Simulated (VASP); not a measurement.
# SrTiO3 (Amm2) in VASP: notebook, part 2 of 2

VASP 6.6.1. Earlier steps stand in the parts before.

## Step 4: Single point, PBE (atom 1 (Sr) moved -0.150 Å towards its neighbour atom 3 (O) at 2.783 Å)

INCAR

```
SYSTEM = SrTiO3
  PREC = Accurate
  ENCUT = 520
  EDIFF = 1E-7
  ISMEAR = 0
  SIGMA = 0.05
  LREAL = .FALSE.
  LASPH = .TRUE.
  NELM = 100
  ALGO = Normal
  ISIF = 2
  LWAVE = .FALSE.
  LCHARG = .TRUE.
  GGA = PE
  LELF = .TRUE.
  LVHAR = .TRUE.
  NBANDS = 28
```

KPOINTS

```
Automatic mesh
0
G
  8 8 8
  0 0 0
```

POSCAR

```
SrTiO3
1.0
    3.9364035669      0.0000000000      0.0000000000
    0.0000000000      3.9364035669      0.0000000000
    0.0000000000      0.0000000000      3.9364035669
Sr Ti O
1 1 3
Direct
    0.0000000000      0.0269449042      0.0269449042
    0.5000000000      0.5000000000      0.5000000000
    0.0000000000      0.5000000000      0.5000000000
    0.5000000000      0.0000000000      0.5000000000
    0.5000000000      0.5000000000      0.0000000000
```

Potentials or basis: VASP PAW PBE potentials, release 64 (Sr_sv, Ti_sv, O).

On the command line:

```sh
$ cat potpaw_PBE.64/Sr_sv/POTCAR potpaw_PBE.64/Ti_sv/POTCAR potpaw_PBE.64/O/POTCAR > POTCAR
$ mpirun -np 1 vasp_std > vasp.out
```

OUTCAR:

```text
SYSTEM = SrTiO3
   PREC = Accurate
   ENCUT = 520
   EDIFF = 1E-7
   ISMEAR = 0
   LREAL = .FALSE.
   LASPH = .TRUE.
   NELM = 100
   ISIF = 2
   GGA = PE

 ion  position               nearest neighbor table
   1  0.000  0.027  0.027-   3 2.63   4 2.71   5 2.71   4 2.71   5 2.71   3 2.79   3 2.79   4 2.86
                             5 2.86   4 2.86   5 2.86   3 2.93   2 3.29   2 3.29   2 3.41   2 3.41
   2  0.500  0.500  0.500-   3 1.97   4 1.97   5 1.97   5 1.97   4 1.97   3 1.97   1 3.29   1 3.29
                             1 3.41   1 3.41   1 3.41   1 3.41   1 3.53   1 3.53
   3  0.000  0.500  0.500-   2 1.97   2 1.97   1 2.63   1 2.79   1 2.79   1 2.93
   4  0.500  0.000  0.500-   2 1.97   2 1.97   1 2.71   1 2.71   1 2.86   1 2.86
   5  0.500  0.500  0.000-   2 1.97   2 1.97   1 2.71   1 2.71   1 2.86   1 2.86

  LATTYP: Found a simple cubic cell.
 ALAT       =     3.9364035669

  Lattice vectors:

 A1 = (   3.9364035669,   0.0000000000,   0.0000000000)
 A2 = (   0.0000000000,   3.9364035669,   0.0000000000)
 A3 = (   0.0000000000,   0.0000000000,   3.9364035669)

Analysis of symmetry for initial positions (statically):
=====================================================================
 Subroutine PRICEL returns:
 Original cell was already a primitive cell.

 Routine SETGRP: Setting up the symmetry group for a
 simple cubic supercell.

 Subroutine GETGRP returns: Found  4 space group operations
 (whereof  4 operations were pure point group operations)
 out of a pool of 48 trial point group operations.

The static configuration has the point symmetry C_2v.

Analysis of symmetry for dynamics (positions and initial velocities):
=====================================================================
 Subroutine PRICEL returns:
 Original cell was already a primitive cell.

 Routine SETGRP: Setting up the symmetry group for a
 simple cubic supercell.
[... 124 lines left out ...]
   EMIN   =  10.00;   EMAX   =-10.00  energy-range for DOS
   EFERMI =   0.00;   METHOD = LEGACY
   ISMEAR =     0;   SIGMA  =   0.05  broadening in eV -4-tet -1-fermi 0-gaus
   EFERMI_NEDOS =   21; number of points for ismear=-14 and -15
   IALGO  =     38    algorithm
   IMIX   =      4    mixing-type and parameters
     AMIX     =   0.40;   BMIX     =  1.00
     AMIX_MAG =   1.60;   BMIX_MAG =  1.00
  volume/ion in A,a.u.               =      12.20        82.32
  Fermi-wavevector in a.u.,A,eV,Ry     =   1.422313  2.687782 27.524240  2.022975
  Thomas-Fermi vector in A             =   2.543030
   LORBIT       =      0    0 simple, 1 ext, 2 COOP (PROOUT), +10 PAW based schemes
   GGA     = PE    functional components
   LHFCALC =     F    Hartree Fock is set to
   AEXX    =    0.0000 exact exchange contribution
   IVDW    =     0    specifies the selected vdW correction
   LEPSILON=     F    determine dielectric tensor
   LRPA    =     F    only Hartree local field effects (RPA)
 non-spin polarized calculation
 Gauss-broadening in eV      SIGMA  =   0.05
  energy-cutoff  :      520.00
  volume of cell :       61.00
 maximum number of plane-waves:      1671
 NGX is ok and might be reduce to    30
   NGX = 15   NGY = 15   NGZ = 15

 number of electron      39.9999990 magnetization

 Free energy of the ion-electron system (eV)
  ---------------------------------------------------
  ext. energy  EPLUGINS =         0.00000000
  ---------------------------------------------------
  free energy    TOTEN  =       -40.06393466 eV

  energy without entropy =      -40.06393466  energy(sigma->0) =      -40.06393466

 E-fermi :   4.3294     XC(G=0): -11.1379

 val. band max:        3.9552777159   @ k =   0.5000   0.5000   0.5000
 cond. band min:       5.7576463017   @ k =   0.0000   0.0000   0.0000
 fundamental gap:      1.8023685858
 Fermi energy:         4.3294278811

 k-point     1 :       0.0000    0.0000    0.0000
  band No.  band energies     occupation
      1     -52.6053      2.00000
      2     -28.8784      2.00000
      3     -28.8386      2.00000
      4     -28.8349      2.00000
      5     -28.8268      2.00000
      6     -13.3953      2.00000
[... 733 lines left out ...]
     27      11.1754      0.00000
     28      11.7650      0.00000

 [... further k-points ...]
[... 5 lines left out ...]
  --------------------------------------------------------------------------------------
  -------------------------------------------------------------------------------------
  Total        0.4431448      0.4248546      0.4248546      0.0000000      0.2133041      0.0000000
  in kB       11.6401177     11.1596878     11.1596878      0.0000000      5.6028747      0.0000000
  external PRESSURE =      11.3198311 kB  Pullay stress =       0.0000000 kB

 VOLUME and BASIS-vectors are now :
 -----------------------------------------------------------------------------
  energy-cutoff  :      520.00
  volume of cell :       61.00
      direct lattice vectors                 reciprocal lattice vectors
     3.936403567  0.000000000  0.000000000     0.254038993  0.000000000  0.000000000
     0.000000000  3.936403567  0.000000000     0.000000000  0.254038993  0.000000000
     0.000000000  0.000000000  3.936403567     0.000000000  0.000000000  0.254038993

 POSITION                                       TOTAL-FORCE (eV/Angst)
 -----------------------------------------------------------------------------------
      0.00000      0.10607      0.10607         0.000000     -0.383020     -0.383020
      1.96820      1.96820      1.96820         0.000000      0.305879      0.305879
      0.00000      1.96820      1.96820         0.000000     -0.015333     -0.015333
      1.96820      0.00000      1.96820         0.000000      0.120648     -0.028173
      1.96820      1.96820      0.00000         0.000000     -0.028173      0.120648
 -----------------------------------------------------------------------------------
    total drift:                                0.000000      0.000015      0.000014

  FREE ENERGIE OF THE ION-ELECTRON SYSTEM (eV)
  ---------------------------------------------------
  free  energy   TOTEN  =       -40.0639346623 eV

  energy  without entropy=      -40.0639346623  energy(sigma->0) =      -40.06393466
```

Wall time 5.5 min (1 thread of Intel Xeon 8259CL, shared host); peak memory 0.3 GiB.

Results:

```yaml
Free_energy: -40.0639 eV
Pressure: 1.1 GPa
Largest_force: 0.542 eV/Å
Band_gap_on_the_k_mesh: 1.80 eV (least direct gap 2.17 eV)
```

Forces in eV/Å, atoms in the order of the input:
```
Sr   0.000 -0.383 -0.383
Ti   0.000  0.306  0.306
O    0.000 -0.015 -0.015
O    0.000  0.121 -0.028
O    0.000 -0.028  0.121
```

Levels at points of the mesh, in eV from the valence-band top:
| k point | band 17 | band 18 | band 19 | band 20 | band 21 | band 22 | band 23 | band 24 |
| --- | --- | --- | --- | --- | --- | --- | --- | --- |
| (0.00, 0.00, 0.00) | -1.13 | -0.37 | -0.37 | -0.36 | 1.80 | 1.82 | 1.82 | 4.14 |
| (0.50, 0.00, 0.00) | -2.28 | -1.84 | -0.73 | -0.71 | 1.97 | 3.64 | 3.66 | 4.15 |
| (0.00, 0.50, 0.00) | -2.29 | -1.87 | -0.73 | -0.73 | 1.96 | 3.65 | 3.66 | 4.15 |
| (0.50, 0.50, 0.00) | -1.74 | -1.54 | -1.53 | -0.10 | 3.66 | 3.67 | 4.11 | 5.08 |
| (0.00, 0.50, 0.50) | -1.75 | -1.55 | -1.54 | -0.07 | 3.66 | 3.66 | 4.12 | 5.08 |
| (0.50, 0.50, 0.50) | -3.65 | -0.03 | 0.00 | 0.00 | 4.30 | 4.31 | 4.31 | 6.88 |

Caveat: the cell differs from its parent crystal (atom 1 (Sr) moved -0.150 Å towards its neighbour atom 3 (O) at 2.783 Å). A k mesh can miss the band edges.

## Step 5: Single point, PBE (atom 1 (Sr) moved +0.375 Å towards its neighbour atom 3 (O) at 2.783 Å)

INCAR

```
SYSTEM = SrTiO3
ALGO = Normal
EDIFF = 1E-6
ENCUT = 520
GGA = PE
ISIF = 2
ISMEAR = 0
LASPH = .True.
LCHARG = .False.
LREAL = .False.
LWAVE = .False.
NBANDS = 28
NELM = 60
PREC = Accurate
SIGMA = 0.05
```

KPOINTS

```
k-points
0
Gamma
  8 8 8
  0 0 0
```

Changes to POSCAR since step 4:

```diff
@@ -8,3 +8,3 @@
 Direct
-    0.0000000000      0.0269449042      0.0269449042
+    0.0000000000     -0.0673622606     -0.0673622606
     0.5000000000      0.5000000000      0.5000000000
```

On the command line:

```sh
$ cat potpaw_PBE.64/Sr_sv/POTCAR potpaw_PBE.64/Ti_sv/POTCAR potpaw_PBE.64/O/POTCAR > POTCAR
$ mpirun -np 1 vasp_std > vasp.out
```

It took 4.6 min on 1 thread of Intel Xeon 8259CL, shared host; peak memory 0.3 GiB.

Results (log left out):

```yaml
Free_energy: -39.8142 eV
Pressure: 4.0 GPa
Largest_force: 1.821 eV/Å
Band_gap_on_the_k_mesh: 1.74 eV (least direct gap 2.10 eV)
```

Forces in eV/Å, atoms in the order of the input:
```
Sr   0.000  1.288  1.288
Ti   0.000 -0.818 -0.818
O    0.000 -0.193 -0.193
O    0.000 -0.310  0.032
O    0.000  0.032 -0.310
```

Stress tensor (GPa, compression positive):
```
4.17 0.00 0.00
0.00 3.92 3.67
0.00 3.67 3.92
```

Levels at points of the mesh, in eV from the valence-band top:
```
           k point  band 17  band 18  band 19  band 20  band 21  band 22  band 23  band 24
(0.00, 0.00, 0.00)    -1.15    -0.41    -0.41    -0.36     1.74     1.84     1.85     4.11
(0.50, 0.00, 0.00)    -2.21    -1.61    -0.74    -0.64     1.94     3.55     3.64     4.14
(0.00, 0.50, 0.00)    -2.30    -1.73    -0.77    -0.76     1.90     3.62     3.65     4.13
(0.50, 0.50, 0.00)    -1.75    -1.52    -1.48    -0.15     3.61     3.66     4.10     5.07
(0.00, 0.50, 0.50)    -1.83    -1.60    -1.50     0.00     3.63     3.64     4.14     5.06
(0.50, 0.50, 0.50)    -3.55    -0.20    -0.04    -0.01     4.24     4.28     4.30     7.04
```

Caveat: the cell differs from its parent crystal (atom 1 (Sr) moved +0.375 Å towards its neighbour atom 3 (O) at 2.783 Å); the cell stands under pressure; forces of over 1 eV/Å act on the atoms, so gaps and moduli don't describe the material at rest. A k mesh can miss the band edges.

## Step 6: Single point, PBE (atom 1 (Sr) moved +0.225 Å towards its neighbour atom 3 (O) at 2.783 Å)

INCAR

```
SYSTEM = SrTiO3
PREC = Accurate
ENCUT = 520
EDIFF = 1E-6
ISMEAR = 0
SIGMA = 0.05
LREAL = .FALSE.
LASPH = .TRUE.
NELM = 60
ALGO = Normal
ISIF = 2
LWAVE = .FALSE.
LCHARG = .TRUE.
GGA = PE
LELF = .TRUE.
LVHAR = .TRUE.
NBANDS = 28
```

KPOINTS

```
Automatic mesh
0
G
  8 8 8
  0 0 0
```

Changes to POSCAR since step 5:

```diff
@@ -8,3 +8,3 @@
 Direct
-    0.0000000000     -0.0673622606     -0.0673622606
+    0.0000000000     -0.0404173564     -0.0404173564
     0.5000000000      0.5000000000      0.5000000000
```

Potentials or basis: VASP PAW PBE potentials, release 64 (Sr_sv, Ti_sv, O).

On the command line:

```sh
$ cat potpaw_PBE.64/Sr_sv/POTCAR potpaw_PBE.64/Ti_sv/POTCAR potpaw_PBE.64/O/POTCAR > POTCAR
$ mpirun -np 1 vasp_std > vasp.out
```

Wall time 4.7 min (1 thread of Intel Xeon 8259CL, shared host); peak memory 0.3 GiB.

The run converged. Its results:

```yaml
Free_energy: -40.0111 eV
Pressure: 1.8 GPa
Largest_force: 0.878 eV/Å
Band_gap_on_the_k_mesh: 1.79 eV (least direct gap 2.15 eV)
```

Forces on the atoms (eV/Å):
```
Sr   0.000  0.621  0.621
Ti   0.000 -0.466 -0.466
O    0.000 -0.008 -0.008
O    0.000 -0.183  0.036
O    0.000  0.036 -0.183
```

Stress tensor (GPa, compression positive):
```
1.88 0.00 0.00
0.00 1.78 1.28
0.00 1.28 1.78
```

Levels at points of the mesh, in eV from the valence-band top:
```
           k point  band 18  band 19  band 20  band 21  band 22  band 23
(0.00, 0.00, 0.00)    -0.38    -0.37    -0.36     1.79     1.83     1.84
(0.50, 0.00, 0.00)    -1.76    -0.73    -0.69     1.96     3.63     3.66
(0.00, 0.50, 0.00)    -1.83    -0.74    -0.74     1.95     3.65     3.66
(0.50, 0.50, 0.00)    -1.53    -1.51    -0.11     3.65     3.67     4.11
(0.00, 0.50, 0.50)    -1.56    -1.53    -0.05     3.66     3.66     4.13
(0.50, 0.50, 0.50)    -0.07    -0.01     0.00     4.29     4.30     4.31
```

Caveat: the cell differs from its parent crystal (atom 1 (Sr) moved +0.225 Å towards its neighbour atom 3 (O) at 2.783 Å). A k mesh can miss the band edges.

## Step 7: The runs side by side

| cell | gap on the mesh (eV) | pressure (GPa) | largest force (eV/Å) |
| --- | --- | --- | --- |
| as given, atomic positions A | 1.67 | 5.6 | 2.49 |
| as given, atomic positions B | 1.77 | 2.7 | 1.29 |
| as given, atomic positions C | 1.80 | 1.1 | 0.54 |
| as given, atomic positions D | 1.74 | 4.0 | 1.82 |
| as given, atomic positions E | 1.79 | 1.8 | 0.88 |

Alike in all rows: task single point; level PBE; potentials or basis VASP PAW PBE potentials, release 64 (Sr_sv, Ti_sv, O); no spin polarisation; k mesh 8 × 8 × 8; cutoff (eV) 520; smearing gaussian 0.05 eV.

Caveats: forces of over 1 eV/Å act on the atoms, so gaps and moduli don't describe the material at rest (at least some runs); the cell stands under pressure (at least some runs).

Absolute energies hang on the potentials; compare differences alone.
